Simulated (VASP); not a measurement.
# Al3Cl (R-3m) in VASP: single point with PBE

Aim: the single point of Al3Cl with PBE.

Program: VASP 6.6.1. These are calculated values, not measurements. Logs are shortened: lines on timing, memory, paths and dates and some standing lists are left out, and cuts for length are marked.

## 1. The cell of the first run

The structure is trigonal, space group R-3m (No. 166). Conventional cell: a = 6.302 Å, b = 6.302 Å, c = 7.165 Å, α = 90.00°, β = 90.00°, γ = 120.00°. Within 4.0 Å of Al (site symmetry 2/m) lie 8 Al at 3.00 to 3.15 Å and 4 Cl at 3.00 to 3.15 Å. Cl (site symmetry -3m) has 12 Al at 3.00 to 3.15 Å within 4.0 Å.

## 2. Single point, PBE

INCAR

```
SYSTEM = Al3Cl
ALGO = Normal
EDIFF = 1E-6
ENCUT = 500
GGA = PE
GGA_COMPAT = .False.
ISIF = 2
ISMEAR = 0
LASPH = .True.
LCHARG = .False.
LREAL = .False.
LWAVE = .False.
NBANDS = 16
NELM = 120
PREC = Accurate
SIGMA = 0.2
```

KPOINTS

```
k-points
0
Gamma
  5 5 5
  0 0 0
```

POSCAR

```
Al3Cl
1.0
    3.1512249774      1.8193605890      2.3884357649
   -3.1512249774      1.8193605890      2.3884357649
    0.0000000000     -3.6387211780      2.3884357649
Al Cl
3 1
Direct
    0.5000000000      0.0000000000      0.5000000000
    0.5000000000      0.5000000000      0.0000000000
    0.0000000000      0.5000000000      0.5000000000
    0.0000000000      0.0000000000      0.0000000000
```

Potentials or basis: VASP PAW PBE potentials, release 64 (Al, Cl).

Launch:

```sh
$ cat potpaw_PBE.64/Al/POTCAR potpaw_PBE.64/Cl/POTCAR > POTCAR
$ mpirun -np 1 vasp_std > vasp.out
```

OUTCAR:

```text
SYSTEM = Al3Cl
   EDIFF = 1E-6
   ENCUT = 500
   GGA = PE
   ISIF = 2
   ISMEAR = 0
   LASPH = .True.
   LREAL = .False.
   NELM = 120
   PREC = Accurate

 ion  position               nearest neighbor table
   1  0.500  0.000  0.500-   2 3.00   4 3.00   2 3.00   4 3.00   3 3.00   3 3.00   3 3.15   3 3.15
                             2 3.15   2 3.15
   2  0.500  0.500  0.000-   1 3.00   3 3.00   1 3.00   3 3.00   4 3.00   4 3.00   1 3.15   3 3.15
                             3 3.15   1 3.15
   3  0.000  0.500  0.500-   2 3.00   4 3.00   4 3.00   2 3.00   1 3.00   1 3.00   1 3.15   1 3.15
                             2 3.15   2 3.15
   4  0.000  0.000  0.000-   1 3.00   3 3.00   3 3.00   1 3.00   2 3.00   2 3.00

  LATTYP: Found a trigonal (rhomboedric) cell.
 ALAT       =     4.3525759286
 COS(alpha) =    -0.0483253894

  Lattice vectors:

 A1 = (   3.1512249774,   1.8193605890,   2.3884357649)
 A2 = (  -3.1512249774,   1.8193605890,   2.3884357649)
 A3 = (   0.0000000000,  -3.6387211780,   2.3884357649)

Analysis of symmetry for initial positions (statically):
=====================================================================
 Subroutine PRICEL returns:
 Original cell was already a primitive cell.

 Routine SETGRP: Setting up the symmetry group for a
 trigonal (rhombohedral) supercell.

 Subroutine GETGRP returns: Found 12 space group operations
 (whereof 12 operations were pure point group operations)
 out of a pool of 12 trial point group operations.

The static configuration has the point symmetry D_3d.

Analysis of symmetry for dynamics (positions and initial velocities):
=====================================================================
 Subroutine PRICEL returns:
 Original cell was already a primitive cell.

 Routine SETGRP: Setting up the symmetry group for a
 trigonal (rhombohedral) supercell.

 Subroutine GETGRP returns: Found 12 space group operations
 (whereof 12 operations were pure point group operations)
 out of a pool of 12 trial point group operations.

The dynamic configuration has the point symmetry D_3d.

 Subroutine INISYM returns: Found 12 space group operations
 (whereof 12 operations are pure point group operations),
 and found     1 'primitive' translations

----------------------------------------------------------------------------------------

                                     Primitive cell

  volume of cell :      82.1605

  direct lattice vectors                    reciprocal lattice vectors
     3.151224977  1.819360589  2.388435765     0.158668455  0.091607275  0.139561356
    -3.151224977  1.819360589  2.388435765    -0.158668455  0.091607275  0.139561356
     0.000000000 -3.638721178  2.388435765     0.000000000 -0.183214551  0.139561356

  length of vectors
     4.352575929  4.352575929  4.352575929     0.230314879  0.230314879  0.230314879

  position of ions in fractional coordinates (direct lattice)
     0.500000000  1.000000000  0.500000000
     0.500000000  0.500000000  0.000000000
     1.000000000  0.500000000  0.500000000
     0.000000000  0.000000000  0.000000000

  ion indices of the primitive-cell ions
   primitive index   ion index
                 1           1
                 2           2
                 3           3
                 4           4

----------------------------------------------------------------------------------------

 KPOINTS: k-points

Automatic generation of k-mesh.
 Grid dimensions read from file:
 generate k-points for:    5    5    5

 Generating k-lattice:

  Cartesian coordinates                     Fractional coordinates (reciprocal lattice)
     0.031733691  0.018321455  0.027912271     0.200000000 -0.000000000  0.000000000
    -0.031733691  0.018321455  0.027912271    -0.000000000  0.200000000  0.000000000
     0.000000000 -0.036642910  0.027912271     0.000000000  0.000000000  0.200000000

  Length of vectors
     0.046062976  0.046062976  0.046062976

  Shift w.r.t. Gamma in fractional coordinates (k-lattice)
     0.000000000  0.000000000  0.000000000

 Subroutine IBZKPT returns following result:
 ===========================================

 Found     19 irreducible k-points:

 Following reciprocal coordinates:
            Coordinates               Weight
  0.000000  0.000000  0.000000      1.000000
  0.200000 -0.000000  0.000000      6.000000
  0.400000 -0.000000  0.000000      6.000000
  0.200000  0.200000  0.000000      6.000000
  0.400000  0.200000  0.000000     12.000000
 -0.400000  0.200000  0.000000     12.000000
[... 11 lines left out ...]
  0.400000  0.400000  0.400000      2.000000
 -0.400000  0.400000  0.400000      6.000000
   k-points           NKPTS =     19   k-points in BZ     NKDIM =     19   number of bands    NBANDS=     16
   number of dos      NEDOS =    301   number of ions     NIONS =      4
   total plane-waves  NPLWV =  32768
   dimension x,y,z NGX =    32 NGY =   32 NGZ =   32
   dimension x,y,z NGXF=    64 NGYF=   64 NGZF=   64
   ions per type =               3   1
   NGX,Y,Z   is equivalent  to a cutoff of  12.22, 12.22, 12.22 a.u.
   NGXF,Y,Z  is equivalent  to a cutoff of  24.44, 24.44, 24.44 a.u.
 SYSTEM =  Al3Cl
   PREC   = accura    normal or accurate (medium, high low for compatibility)
   ISTART =      0    job   : 0-new  1-cont  2-samecut
   ICHARG =      2    charge: 1-file 2-atom 10-const
   ISPIN  =      1    spin polarized calculation?
   LNONCOLLINEAR =      F non collinear calculations
   LSORBIT =      F    spin-orbit coupling
   LASPH  =      T    aspherical Exc in radial PAW
   ENCUT  =  500.0 eV  36.75 Ry    6.06 a.u.   7.94  7.94  7.94*2*pi/ulx,y,z
   NELM   =    120;   NELMIN=  2; NELMDL= -5     # of ELM steps
   EDIFF  = 0.1E-05   stopping-criterion for ELM
   LREAL  =      F    real-space projection
   EDIFFG = 0.1E-04   stopping-criterion for IOM
   NSW    =      0    number of steps for IOM
   IBRION =     -1    ionic relax: 0-MD 1-quasi-New 2-CG
   NFREE  =      0    steps in history (QN), initial steepest desc. (CG)
   ISIF   =      2    stress and relaxation
   ISYM   =      2    0-nonsym 1-usesym 2-fastsym
   POTIM  = 0.5000    time-step for ionic-motion
   TEBEG  =    0.0;   TEEND  =   0.0 temperature during run
   PSTRESS=    0.0 pullay stress
   NELECT =      16.0000    total number of electrons
   NUPDOWN=      -1.0000    fix difference up-down
   EMIN   =  10.00;   EMAX   =-10.00  energy-range for DOS
   EFERMI =   0.00;   METHOD = LEGACY
   ISMEAR =     0;   SIGMA  =   0.20  broadening in eV -4-tet -1-fermi 0-gaus
   EFERMI_NEDOS =   21; number of points for ismear=-14 and -15
   IALGO  =     38    algorithm
   IMIX   =      4    mixing-type and parameters
     AMIX     =   0.40;   BMIX     =  1.00
     AMIX_MAG =   1.60;   BMIX_MAG =  1.00
  volume/ion in A,a.u.               =      20.54       138.61
  Fermi-wavevector in a.u.,A,eV,Ry     =   0.948915  1.793189 12.251217  0.900439
  Thomas-Fermi vector in A             =   2.077148
   LORBIT       =      0    0 simple, 1 ext, 2 COOP (PROOUT), +10 PAW based schemes
   GGA     = PE    functional components
   LHFCALC =     F    Hartree Fock is set to
   AEXX    =    0.0000 exact exchange contribution
   IVDW    =     0    specifies the selected vdW correction
   LEPSILON=     F    determine dielectric tensor
   LRPA    =     F    only Hartree local field effects (RPA)
 non-spin polarized calculation
 Gauss-broadening in eV      SIGMA  =   0.20
  energy-cutoff  :      500.00
  volume of cell :       82.16
 maximum number of plane-waves:      2110
   NGX = 15   NGY = 15   NGZ = 15

 number of electron      16.0000002 magnetization

 Free energy of the ion-electron system (eV)
  ---------------------------------------------------
  ext. energy  EPLUGINS =         0.00000000
  ---------------------------------------------------
  free energy    TOTEN  =       -12.00936702 eV

  energy without entropy =      -11.95352758  energy(sigma->0) =      -11.98144730

 E-fermi :   5.8685     XC(G=0):  -9.4780

 val. band max:        5.8365333882   @ k =  -0.4000   0.2000   0.0000
 cond. band min:       5.9348907026   @ k =   0.0000   0.0000   0.0000
 fundamental gap:      0.0983573144
 Fermi energy:         5.8685300344

 k-point     1 :       0.0000    0.0000    0.0000
  band No.  band energies     occupation
      1     -10.8498      2.00000
      2      -1.8078      2.00000
      3       0.3291      2.00000
      4       0.5782      2.00000
      5       0.5782      2.00000
      6       4.3456      2.00000
[... 8 lines left out ...]
     15      11.0905      0.00000
     16      11.0905      0.00000

 k-point     2 :       0.2000   -0.0000    0.0000
  band No.  band energies     occupation
      1     -10.8112      2.00000
      2      -2.0237      2.00000
      3       0.4357      2.00000
      4       0.5516      2.00000
      5       0.6814      2.00000
      6       3.9352      2.00000
[... 8 lines left out ...]
     15      11.5484      0.00000
     16      12.4810      0.00000

 k-point     3 :       0.4000   -0.0000    0.0000
  band No.  band energies     occupation
      1     -10.7467      2.00000
      2      -2.4001      2.00000
      3       0.6956      2.00000
      4       0.7644      2.00000
      5       0.8707      2.00000
      6       2.8948      2.00000
[... 8 lines left out ...]
     15      11.7371      0.00000
     16      12.2965      0.00000

 k-point     4 :       0.2000    0.2000    0.0000
  band No.  band energies     occupation
      1     -10.7736      2.00000
      2      -2.0474      2.00000
      3      -0.2690      2.00000
      4       0.6967      2.00000
      5       1.3070      2.00000
      6       3.7383      2.00000
[... 8 lines left out ...]
     15      11.4560      0.00000
     16      12.1919      0.00000
[... 229 lines left out ...]
 k-point    17 :      -0.4000   -0.4000    0.2000
  band No.  band energies     occupation
      1     -10.6397      2.00000
      2      -1.3545      2.00000
      3      -0.9252      2.00000
      4       0.3570      2.00000
      5       1.1374      2.00000
      6       3.1600      2.00000
[... 8 lines left out ...]
     15      12.5171      0.00000
     16      13.6245      0.00000

 k-point    18 :       0.4000    0.4000    0.4000
  band No.  band energies     occupation
      1     -10.5950      2.00000
      2      -0.7318      2.00000
      3      -0.4205      2.00000
      4      -0.4205      2.00000
      5       1.4312      2.00000
      6       2.0248      2.00000
[... 8 lines left out ...]
     15      13.7179      0.00000
     16      13.9806      0.00000

 k-point    19 :      -0.4000    0.4000    0.4000
  band No.  band energies     occupation
      1     -10.5971      2.00000
      2      -0.8191      2.00000
      3      -0.3649      2.00000
      4      -0.3627      2.00000
      5       1.4057      2.00000
      6       1.9212      2.00000
[... 8 lines left out ...]
     15      13.7348      0.00000
     16      14.5774      0.00000

------------------------ aborting loop because EDIFF is reached ----------------------------------------

  FORCE on cell =-STRESS in cart. coord.  units (eV):
  Direction    XX          YY          ZZ          XY          YZ          ZX
  --------------------------------------------------------------------------------------
  -------------------------------------------------------------------------------------
  Total       -0.0778240     -0.0778240      0.2662107      0.0000000      0.0000000      0.0000000
  in kB       -1.5176126     -1.5176126      5.1912627      0.0000000      0.0000000      0.0000000
  external PRESSURE =       0.7186792 kB  Pullay stress =       0.0000000 kB

 VOLUME and BASIS-vectors are now :
 -----------------------------------------------------------------------------
  energy-cutoff  :      500.00
  volume of cell :       82.16
      direct lattice vectors                 reciprocal lattice vectors
     3.151224977  1.819360589  2.388435765     0.158668455  0.091607275  0.139561356
    -3.151224977  1.819360589  2.388435765    -0.158668455  0.091607275  0.139561356
     0.000000000 -3.638721178  2.388435765     0.000000000 -0.183214551  0.139561356

 POSITION                                       TOTAL-FORCE (eV/Angst)
 -----------------------------------------------------------------------------------
      1.57561     -0.90968      2.38844        -0.000000      0.000000      0.000000
      0.00000      1.81936      2.38844         0.000000      0.000000     -0.000000
     -1.57561     -0.90968      2.38844         0.000000     -0.000000      0.000000
      0.00000      0.00000      0.00000         0.000000      0.000000     -0.000000
 -----------------------------------------------------------------------------------
    total drift:                               -0.000000      0.000000      0.000000

  FREE ENERGIE OF THE ION-ELECTRON SYSTEM (eV)
  ---------------------------------------------------
  free  energy   TOTEN  =       -12.0093670229 eV

  energy  without entropy=      -11.9535275751  energy(sigma->0) =      -11.98144730
```

It took 15 s on 1 thread of Intel Xeon 6975P-C, shared host; peak memory 0.17 GiB.

What came out:

```yaml
Free_energy: -12.0094 eV
Pressure: 0.1 GPa
Band_gap_on_the_k_mesh: zero (band 8 reaches 5.97 eV, above the bottom of band 9 at 5.71 eV)
```

Stress tensor (GPa, compression positive):
```
-0.15  0.00  0.00
 0.00 -0.15  0.00
 0.00  0.00  0.52
```
